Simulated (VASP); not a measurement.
A run of VASP 6.6.1:

The input INCAR:

```
PREC = Accurate
ENCUT = 600
EDIFF = 1E-6
ISMEAR = 0
SIGMA = 0.01
LREAL = False
LASPH = True
NELM = 120
ALGO = Normal
ISIF = 2
LWAVE = False
LCHARG = False
GGA = PE
NBANDS = 11
GGA_COMPAT = False
```

File KPOINTS:

```
Automatic mesh
0
Gamma
  6 6 6
```

The input POSCAR:

```
BeTe
1.0
    0.0000000000      2.8599145492      2.8599145492
    2.8599145492      0.0000000000      2.8599145492
    2.8599145492      2.8599145492      0.0000000000
Be Te
1 1
Direct
    0.0000000000      0.0000000000      0.0000000000
    0.2500000000      0.2500000000      0.2500000000
```

Potentials or basis: VASP PAW PBE potentials, release 64 (Be, Te).

Run with:

```console
$ cat potpaw_PBE.64/Be/POTCAR potpaw_PBE.64/Te/POTCAR > POTCAR
$ mpirun -np 1 vasp_std > vasp.out
```

Hardware: 1 thread of Intel(R) Xeon(R) Platinum 8375C CPU @ 2.90GHz (Ice Lake) (shared host).

Q: How long does it take, and how much memory?

A: Run time: 8.9 s on 1 thread of Intel(R) Xeon(R) Platinum 8375C CPU @ 2.90GHz (Ice Lake), on a shared host, peak memory 0.18 GiB. Counts: scf iterations 13, k points 16.
